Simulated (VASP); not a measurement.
Here is a VASP 6.6.1 calculation.

Contents of INCAR:

```
  PREC = Accurate
  ENCUT = 520
  EDIFF = 1E-6
  ISMEAR = -1
  SIGMA = 0.052
  LREAL = Auto
  LASPH = T
  NELM = 100
  ALGO = Normal
  ISIF = 2
  LWAVE = F
  LCHARG = F
  GGA = PE
  NBANDS = 86
```

File KPOINTS:

```
Automatic mesh
0
Gamma
  2 2 2
```

File POSCAR:

```
CdSe
1.0
    7.0797210000      0.0000000000      0.0000000000
    0.0000000000      7.0797210000      0.0000000000
    0.0000000000      0.0000000000      7.0797210000
Cd Se
8 8
Direct
    0.0018034609      0.0035776834      0.0053807205
    0.0029297765      0.0006488956      0.5008286343
   -0.0012280145      0.4982936474      0.0027537808
   -0.0003960608      0.4997661631      0.4945822018
    0.5047393817      0.0027057563     -0.0014133325
    0.5000218229     -0.0031158007      0.5012905170
    0.4992469336      0.5046614125      0.0020892066
    0.5000262016      0.4994291442      0.5035437131
    0.2495461332      0.2514921139      0.2485626199
    0.2486363516      0.2460228306      0.7428842182
    0.2517613335      0.7458542505      0.2474631416
    0.2449192560      0.7543843889      0.7507253464
    0.7501330914      0.2495325734      0.2564212629
    0.7500719308      0.2455365120      0.7424921123
    0.7527908233      0.7559607222      0.2500358418
    0.7449148067      0.7464651503      0.7516258056
```

Potentials or basis: VASP PAW PBE potentials, release 64 (Cd, Se).

Run with:

```bash
$ cat potpaw_PBE.64/Cd/POTCAR potpaw_PBE.64/Se/POTCAR > POTCAR
$ mpirun -np 1 vasp_std > vasp.out
```

(1) Estimate the largest force.

(2) Predict the band gap on the k mesh.

Results:

(1) 0.346 eV/Å.

(2) zero (bands 72 and 73 overlap by 0.05 eV).

Caveat: the k points lie up to 0.44 Å⁻¹ apart; the atoms stand as in a frame of molecular dynamics; the structure was generated, so it needn't be the stable form of CdSe; semilocal functionals underestimate gaps, and a narrow one can read as zero.
